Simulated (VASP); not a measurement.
**LiF: single point with HSE06**

LiF:

```
CELL_PARAMETERS angstrom
0.00000 2.14461 2.14461
2.14461 0.00000 2.14461
2.14461 2.14461 0.00000
ATOMIC_POSITIONS crystal
Li 0.00000 0.00000 0.00000
F 0.25000 0.25000 0.25000
```

- Program: VASP 6.6.1
- Task: single point
- Functional: HSE06
- Potentials or basis: VASP PAW PBE potentials, release 64 (Li_sv, F)
- Cutoff: 520 eV
- k mesh: 4 × 4 × 4
- Occupations: methfessel-paxton, width 0.2 eV
- Spin: no spin polarisation

* Band gap on the k mesh: 10.05 eV

Levels at points of the mesh, in eV from the valence-band top:
```csv
k point,band 3,band 4,band 5,band 6,band 7,band 8
"(0.00, 0.00, 0.00)",0.00,0.00,0.00,10.05,21.96,21.96
"(0.50, 0.00, 0.00)",-2.10,-0.32,-0.32,14.25,17.32,21.56
"(0.50, 0.50, 0.00)",-1.52,-0.88,-0.88,12.76,18.34,22.13
```

Wall time 59 s on 1 thread of Intel(R) Xeon(R) Platinum 8559C (Emerald Rapids), with other jobs on the host, peak memory 0.23 GiB.

Caveat: the k points lie up to 0.63 Å⁻¹ apart; the structure was generated, so it needn't be the stable form of LiF.
